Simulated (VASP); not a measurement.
# AlN (P6_3/mmc) in VASP: notebook

AlN is run at these levels: HSE06, PBE; tasks: single point.

All numbers are computed with VASP 6.6.1; they aren't measurements. Logs are shortened: lines on timing, memory, paths and dates and some standing lists are left out, and cuts for length are marked.

## Step 1: The cell of the first run

Symmetry: P6_3/mmc, No. 194, hexagonal system. The conventional cell has a = 3.312 Å, b = 3.312 Å, c = 4.188 Å, α = 90.00°, β = 90.00°, γ = 120.00°. Al (site symmetry -6m2) has 5 N at 1.91 to 2.09 Å within 2.5 Å. Within 2.5 Å of N (site symmetry -6m2) lie 5 Al at 1.91 to 2.09 Å.

## Step 2: Single point, HSE06

File POSCAR:

```
AlN
1.0
    3.3121157418      0.0000000000      0.0000000000
   -1.6560578709      2.8683763727      0.0000000000
    0.0000000000      0.0000000000      4.1875630000
Al N
2 2
Direct
    0.6666666667      0.3333333333      0.2500000000
    0.3333333333      0.6666666667      0.7500000000
    0.6666666667      0.3333333333      0.7500000000
    0.3333333333      0.6666666667      0.2500000000
```

File INCAR.step1:

```
SYSTEM = AlN
PREC = Accurate
ENCUT = 520
EDIFF = 1E-5
ISMEAR = -1
SIGMA = 0.05
LREAL = .False.
LASPH = .True.
NELM = 100
ALGO = Normal
ISIF = 2
LWAVE = .True.
LCHARG = .False.
NBANDS = 16
GGA = PE
```

File INCAR.step2:

```
SYSTEM = AlN
PREC = Accurate
ENCUT = 520
EDIFF = 1E-6
ISMEAR = -1
SIGMA = 0.05
LREAL = .False.
LASPH = .True.
NELM = 100
ALGO = Normal
ISIF = 2
LWAVE = .False.
LCHARG = .False.
GGA = PE
LHFCALC = .True.
HFSCREEN = 0.2079
PRECFOCK = Normal
NBANDS = 16
ISTART = 1
```

File KPOINTS:

```
Automatic mesh
0
Gamma
  6 6 4
  0 0 0
```

Potentials or basis: VASP PAW PBE potentials, release 64 (Al, N).

Command:

```console
$ cat potpaw_PBE.64/Al/POTCAR potpaw_PBE.64/N/POTCAR > POTCAR
$ cp INCAR.step1 INCAR
$ mpirun -np 1 vasp_std > vasp.out
$ cp INCAR.step2 INCAR
$ mpirun -np 1 vasp_std > vasp.out
```

OUTCAR:

```text
SYSTEM = AlN
   PREC = Accurate
   ENCUT = 520
   EDIFF = 1E-6
   ISMEAR = -1
   LREAL = .False.
   LASPH = .True.
   NELM = 100
   ISIF = 2
   GGA = PE
   LHFCALC = .True.
   HFSCREEN = 0.2079
   PRECFOCK = Normal
   ISTART = 1

 ion  position               nearest neighbor table
   1  0.667  0.333  0.250-   4 1.91   4 1.91   4 1.91   3 2.09   3 2.09   2 2.84   2 2.84   2 2.84
                             2 2.84   2 2.84   2 2.84
   2  0.333  0.667  0.750-   3 1.91   3 1.91   3 1.91   4 2.09   4 2.09   1 2.84   1 2.84   1 2.84
                             1 2.84   1 2.84   1 2.84
   3  0.667  0.333  0.750-   2 1.91   2 1.91   2 1.91   1 2.09   1 2.09
   4  0.333  0.667  0.250-   1 1.91   1 1.91   1 1.91   2 2.09   2 2.09

  LATTYP: Found a hexagonal cell.
 ALAT       =     3.3121157418
 C/A-ratio  =     1.2643166261

  Lattice vectors:

 A1 = (   3.3121157418,   0.0000000000,   0.0000000000)
 A2 = (  -1.6560578709,   2.8683763727,   0.0000000000)
 A3 = (   0.0000000000,   0.0000000000,   4.1875630000)

Analysis of symmetry for initial positions (statically):
=====================================================================
 Subroutine PRICEL returns:
 Original cell was already a primitive cell.

 Routine SETGRP: Setting up the symmetry group for a
 hexagonal supercell.

 Subroutine GETGRP returns: Found 24 space group operations
 (whereof 12 operations were pure point group operations)
 out of a pool of 24 trial point group operations.

The static configuration has the point symmetry D_3d.
 The point group associated with its full space group is D_6h.

Analysis of symmetry for dynamics (positions and initial velocities):
=====================================================================
 Subroutine PRICEL returns:
 Original cell was already a primitive cell.

 Routine SETGRP: Setting up the symmetry group for a
 hexagonal supercell.

 Subroutine GETGRP returns: Found 24 space group operations
 (whereof 12 operations were pure point group operations)
 out of a pool of 24 trial point group operations.

The dynamic configuration has the point symmetry D_3d.
 The point group associated with its full space group is D_6h.

 Subroutine INISYM returns: Found 24 space group operations
 (whereof 12 operations are pure point group operations),
 and found     1 'primitive' translations

----------------------------------------------------------------------------------------

                                     Primitive cell

  volume of cell :      39.7835

  direct lattice vectors                    reciprocal lattice vectors
     3.312115742  0.000000000  0.000000000     0.301921816  0.174314642  0.000000000
    -1.656057871  2.868376373  0.000000000     0.000000000  0.348629284  0.000000000
     0.000000000  0.000000000  4.187563000     0.000000000  0.000000000  0.238802377

  length of vectors
     3.312115742  3.312115742  4.187563000     0.348629284  0.348629284  0.238802377

  position of ions in fractional coordinates (direct lattice)
     0.666666667  0.333333333  0.250000000
     0.333333333  0.666666667  0.750000000
     0.666666667  0.333333333  0.750000000
     0.333333333  0.666666667  0.250000000

  ion indices of the primitive-cell ions
   primitive index   ion index
                 1           1
                 2           2
                 3           3
                 4           4

----------------------------------------------------------------------------------------

 KPOINTS: Automatic mesh

Automatic generation of k-mesh.
 Grid dimensions read from file:
 generate k-points for:    6    6    4

 Generating k-lattice:

  Cartesian coordinates                     Fractional coordinates (reciprocal lattice)
     0.050320303  0.029052440  0.000000000     0.166666667  0.000000000  0.000000000
     0.000000000  0.058104881  0.000000000     0.000000000  0.166666667  0.000000000
     0.000000000  0.000000000  0.059700594     0.000000000  0.000000000  0.250000000

  Length of vectors
     0.058104881  0.058104881  0.059700594

  Shift w.r.t. Gamma in fractional coordinates (k-lattice)
     0.000000000  0.000000000  0.000000000

 Subroutine IBZKPT returns following result:
 ===========================================

 Found     21 irreducible k-points:

 Following reciprocal coordinates:
            Coordinates               Weight
  0.000000  0.000000  0.000000      1.000000
  0.166667  0.000000  0.000000      6.000000
  0.333333 -0.000000  0.000000      6.000000
  0.500000  0.000000  0.000000      3.000000
  0.166667  0.166667  0.000000      6.000000
  0.333333  0.166667  0.000000     12.000000
[... 13 lines left out ...]
  0.333333  0.166667  0.500000     12.000000
  0.333333  0.333333  0.500000      2.000000
   k-points           NKPTS =     21   k-points in BZ     NKDIM =    144   number of bands    NBANDS=     16
   number of dos      NEDOS =    301   number of ions     NIONS =      4
   total plane-waves  NPLWV =  25088
   dimension x,y,z NGX =    28 NGY =   28 NGZ =   32
   dimension x,y,z NGXF=    56 NGYF=   56 NGZF=   64
   ions per type =               2   2
   NGX,Y,Z   is equivalent  to a cutoff of  14.05, 14.05, 12.70 a.u.
   NGXF,Y,Z  is equivalent  to a cutoff of  28.11, 28.11, 25.41 a.u.
 SYSTEM =  AlN
   PREC   = accura    normal or accurate (medium, high low for compatibility)
   ISTART =      1    job   : 0-new  1-cont  2-samecut
   ICHARG =      0    charge: 1-file 2-atom 10-const
   ISPIN  =      1    spin polarized calculation?
   LNONCOLLINEAR =      F non collinear calculations
   LSORBIT =      F    spin-orbit coupling
   LASPH  =      T    aspherical Exc in radial PAW
   ENCUT  =  520.0 eV  38.22 Ry    6.18 a.u.   6.16  6.16  7.79*2*pi/ulx,y,z
   NELM   =    100;   NELMIN=  2; NELMDL=  0     # of ELM steps
   EDIFF  = 0.1E-05   stopping-criterion for ELM
   LREAL  =      F    real-space projection
   EDIFFG = 0.1E-04   stopping-criterion for IOM
   NSW    =      0    number of steps for IOM
   IBRION =     -1    ionic relax: 0-MD 1-quasi-New 2-CG
   NFREE  =      0    steps in history (QN), initial steepest desc. (CG)
   ISIF   =      2    stress and relaxation
   ISYM   =      3    0-nonsym 1-usesym 2-fastsym
   POTIM  = 0.5000    time-step for ionic-motion
   TEBEG  =    0.0;   TEEND  =   0.0 temperature during run
   PSTRESS=    0.0 pullay stress
   NELECT =      16.0000    total number of electrons
   NUPDOWN=      -1.0000    fix difference up-down
   EMIN   =  10.00;   EMAX   =-10.00  energy-range for DOS
   EFERMI =   0.00;   METHOD = LEGACY
   ISMEAR =    -1;   SIGMA  =   0.05  broadening in eV -4-tet -1-fermi 0-gaus
   EFERMI_NEDOS =   21; number of points for ismear=-14 and -15
   IALGO  =     38    algorithm
   IMIX   =      1    mixing-type and parameters
     AMIX     =   0.40;   BMIX     =  1.00
     AMIX_MAG =   1.60;   BMIX_MAG =  1.00
  volume/ion in A,a.u.               =       9.95        67.12
  Fermi-wavevector in a.u.,A,eV,Ry     =   1.208409  2.283561 19.867927  1.460251
  Thomas-Fermi vector in A             =   2.344017
   LORBIT       =      0    0 simple, 1 ext, 2 COOP (PROOUT), +10 PAW based schemes
   GGA     = PE    functional components
   LHFCALC =     T    Hartree Fock is set to
   PRECFOCK=normal    Normal, Fast or Accurate (Low or Medium for compatibility)
   ENCUT4O =  -1.0   cutoff for four orbital integrals eV
   NKREDX  =     1    reduce k-point grid by
   NKREDY  =     1    reduce k-point grid by
   NKREDZ  =     1    reduce k-point grid by
   AEXX    =    0.2500 exact exchange contribution
   HFSCREEN=    0.2079 screening length (either q_TF or 0.3 A-1)
   HFSCREENC=   0.2079 screening length for correlation (either q_TF or 0.3 A-1)
   ENCUTFOCK=  -1.0 apply spherical cutoff to Coloumb kernel
   IVDW    =     0    specifies the selected vdW correction
   LEPSILON=     F    determine dielectric tensor
   LRPA    =     F    only Hartree local field effects (RPA)
 non-spin polarized calculation
  energy-cutoff  :      520.00
  volume of cell :       39.78
 maximum number of plane-waves:      1080
 NGX is ok and might be reduce to    28
  NGX = 20; NGY = 20; NGZ = 24

 number of electron      15.9999999 magnetization

 Free energy of the ion-electron system (eV)
  ---------------------------------------------------
  ext. energy  EPLUGINS =         0.00000000
  ---------------------------------------------------
  free energy    TOTEN  =       -34.42170591 eV

  energy without entropy =      -34.42170591  energy(sigma->0) =      -34.42170591

 E-fermi :   8.1003     XC(G=0):  -9.1884

 val. band max:        7.1287994230   @ k =   0.0000   0.0000   0.0000
 cond. band min:      11.6551839085   @ k =   0.0000   0.0000   0.0000
 fundamental gap:      4.5263844855
 Fermi energy:         8.1002595592

 k-point     1 :       0.0000    0.0000    0.0000
  band No.  band energies     occupation
      1     -11.2779      2.00000
      2      -7.4206      2.00000
      3      -0.3281      2.00000
      4       3.5934      2.00000
      5       3.5934      2.00000
      6       5.4094      2.00000
[... 8 lines left out ...]
     15      20.6898      0.00000
     16      20.7467      0.00000

 k-point     2 :       0.1667    0.0000    0.0000
  band No.  band energies     occupation
      1     -10.9449      2.00000
      2      -7.4227      2.00000
      3       0.0409      2.00000
      4       2.5124      2.00000
      5       3.1639      2.00000
      6       4.4229      2.00000
[... 8 lines left out ...]
     15      19.5585      0.00000
     16      20.8562      0.00000

 k-point     3 :       0.3333   -0.0000    0.0000
  band No.  band energies     occupation
      1     -10.0619      2.00000
      2      -7.6370      2.00000
      3       0.8186      2.00000
      4       1.0571      2.00000
      5       2.5283      2.00000
      6       3.0453      2.00000
[... 8 lines left out ...]
     15      20.1944      0.00000
     16      21.8596      0.00000
[... 305 lines left out ...]
 k-point    20 :       0.3333    0.1667    0.5000
  band No.  band energies     occupation
      1      -8.5457      2.00000
      2      -8.5457      2.00000
      3      -0.3609      2.00000
      4      -0.3609      2.00000
      5       2.6018      2.00000
      6       2.6018      2.00000
[... 8 lines left out ...]
     15      21.2291      0.00000
     16      21.2291      0.00000

 k-point    21 :       0.3333    0.3333    0.5000
  band No.  band energies     occupation
      1      -8.3625      2.00000
      2      -8.3625      2.00000
      3      -0.2846      2.00000
      4      -0.2846      2.00000
      5       1.6042      2.00000
      6       1.6042      2.00000
[... 8 lines left out ...]
     15      21.4739      0.00000
     16      21.4739      0.00000

------------------------ aborting loop because EDIFF is reached ----------------------------------------

  FORCE on cell =-STRESS in cart. coord.  units (eV):
  Direction    XX          YY          ZZ          XY          YZ          ZX
  --------------------------------------------------------------------------------------
  -------------------------------------------------------------------------------------
  Total       -1.4834019     -1.4834019     -1.3628220      0.0000000      0.0000000     -0.0000000
  in kB      -59.7401648    -59.7401648    -54.8841223      0.0000000      0.0000000     -0.0000000
  external PRESSURE =     -58.1214840 kB  Pullay stress =       0.0000000 kB

 VOLUME and BASIS-vectors are now :
 -----------------------------------------------------------------------------
  energy-cutoff  :      520.00
  volume of cell :       39.78
      direct lattice vectors                 reciprocal lattice vectors
     3.312115742  0.000000000  0.000000000     0.301921816  0.174314642  0.000000000
    -1.656057871  2.868376373  0.000000000     0.000000000  0.348629284  0.000000000
     0.000000000  0.000000000  4.187563000     0.000000000  0.000000000  0.238802377

 POSITION                                       TOTAL-FORCE (eV/Angst)
 -----------------------------------------------------------------------------------
      1.65606      0.95613      1.04689         0.000000      0.000000      0.000000
     -0.00000      1.91225      3.14067        -0.000000     -0.000000     -0.000000
      1.65606      0.95613      3.14067        -0.000000     -0.000000     -0.000000
     -0.00000      1.91225      1.04689         0.000000      0.000000      0.000000
 -----------------------------------------------------------------------------------
    total drift:                                0.000000      0.000000     -0.000000

  FREE ENERGIE OF THE ION-ELECTRON SYSTEM (eV)
  ---------------------------------------------------
  free  energy   TOTEN  =       -34.4217059136 eV

  energy  without entropy=      -34.4217059136  energy(sigma->0) =      -34.42170591
```

It took 15 min on 1 thread of AMD EPYC 9R45 (Zen 5), shared host; peak memory 0.23 GiB.

Results:

```yaml
Free_energy: -34.4217 eV
Pressure: -5.8 GPa
Band_gap_on_the_k_mesh: 4.53 eV
```

Stress tensor (GPa, compression positive):
```
-5.97  0.00  0.00
 0.00 -5.97  0.00
 0.00  0.00 -5.49
```

Levels at points of the mesh, in eV from the valence-band top:
```csv
k point,band 4,band 5,band 6,band 7,band 8,band 9,band 10,band 11,band 12,band 13
"(0.00, 0.00, 0.00)",-3.54,-3.54,-1.72,-1.72,0.00,4.53,5.73,9.71,9.71,12.89
"(0.50, 0.00, 0.00)",-5.13,-4.86,-4.67,-3.09,-1.58,5.12,8.55,8.58,10.68,11.12
"(0.00, 0.00, 0.50)",-4.01,-2.67,-2.67,-2.67,-2.67,7.03,7.03,9.88,9.88,9.88
"(0.50, 0.00, 0.50)",-7.85,-3.51,-3.51,-1.84,-1.84,6.36,6.36,10.78,10.78,13.37
```

Caveat: the cell stands under tension; the PAW data sets were made with another functional, which shifts forces and pressure a little.

## Step 3: Single point, PBE (9.35 Å³/atom)

This run uses another cell than the first one, of 9.35 Å³/atom.

File INCAR:

```
SYSTEM = AlN
PREC = Accurate ; ENCUT = 520
EDIFF = 1E-6 ; ISMEAR = -1
SIGMA = 0.05 ; LREAL = .False.
LASPH = .True. ; NELM = 80
ALGO = Normal ; ISIF = 2
LWAVE = .False. ; LCHARG = .False.
GGA = PE ; NBANDS = 16
```

File KPOINTS:

```
Automatic mesh
0
Gamma
  9 9 7
  0 0 0
```

File POSCAR:

```
AlN
1.0
    3.2445025711      0.0000000000      0.0000000000
   -1.6222512856      2.8098216493      0.0000000000
    0.0000000000      0.0000000000      4.1020785442
Al N
2 2
Direct
    0.6666666667      0.3333333333      0.2500000000
    0.3333333333      0.6666666667      0.7500000000
    0.6666666667      0.3333333333      0.7500000000
    0.3333333333      0.6666666667      0.2500000000
```

Potentials or basis: VASP PAW PBE potentials, release 64 (Al, N).

Command:

```console
$ cat potpaw_PBE.64/Al/POTCAR potpaw_PBE.64/N/POTCAR > POTCAR
$ mpirun -np 1 vasp_std > vasp.out
```

Run time: 20 s. Hardware: 1 thread of Intel Xeon 8259CL, shared host; peak memory 0.16 GiB.

Results (log left out):

* Free energy: -29.2149 eV
* Pressure: 14.5 GPa
* Band gap on the k mesh: 3.73 eV

Stress tensor (GPa, compression positive):
```
15.48  0.00  0.00
 0.00 15.48  0.00
 0.00  0.00 12.60
```

Levels at points of the mesh, in eV from the valence-band top:
```
           k point  band 5  band 6  band 7  band 8  band 9  band 10  band 11  band 12
(0.00, 0.00, 0.00)   -3.45   -1.73   -1.73    0.00    3.73     4.92     8.58     8.58
```

Caveat: the cell stands under pressure; an odd mesh through Γ misses points on the zone boundary, where band edges can lie.

## Step 4: Single point, PBE (9.55 Å³/atom)

This run uses another cell than the first one, of 9.55 Å³/atom.

File INCAR:

```
ALGO = Normal ; EDIFF = 1E-6
ENCUT = 520 ; GGA = PE
ISIF = 2 ; ISMEAR = -1
LASPH = True ; LCHARG = True
LELF = True ; LREAL = False
LVHAR = True ; LWAVE = False
NBANDS = 16 ; NELM = 100
PREC = Accurate ; SIGMA = 0.05
```

File KPOINTS:

```
k-points
0
Gamma
  9 9 7
```

File POSCAR:

```
AlN
1.0
    3.2673519336      0.0000000000      0.0000000000
   -1.6336759668      2.8296097776      0.0000000000
    0.0000000000      0.0000000000      4.1309673730
Al N
2 2
Direct
    0.6666666667      0.3333333333      0.2500000000
    0.3333333333      0.6666666667      0.7500000000
    0.6666666667      0.3333333333      0.7500000000
    0.3333333333      0.6666666667      0.2500000000
```

Command:

```console
$ cat potpaw_PBE.64/Al/POTCAR potpaw_PBE.64/N/POTCAR > POTCAR
$ mpirun -np 1 vasp_std > vasp.out
```

Wall time 24 s (1 thread of Intel Xeon 8259CL, shared host); peak memory 0.15 GiB.

It converged, with:

```yaml
Free_energy: -29.2740 eV
Pressure: 9.2 GPa
Band_gap_on_the_k_mesh: 3.58 eV
```

Stress tensor (GPa, compression positive):
```
9.81 0.00 0.00
0.00 9.81 0.00
0.00 0.00 7.98
```

Levels at points of the mesh, in eV from the valence-band top:
```tsv
k point	band 5	band 6	band 7	band 8	band 9	band 10	band 11	band 12
(0.00, 0.00, 0.00)	-3.39	-1.69	-1.69	0.00	3.58	4.74	8.47	8.47
```

Caveat: the cell stands under pressure; an odd mesh through Γ misses points on the zone boundary, where band edges can lie.

(Continued in part 2 of 2.)
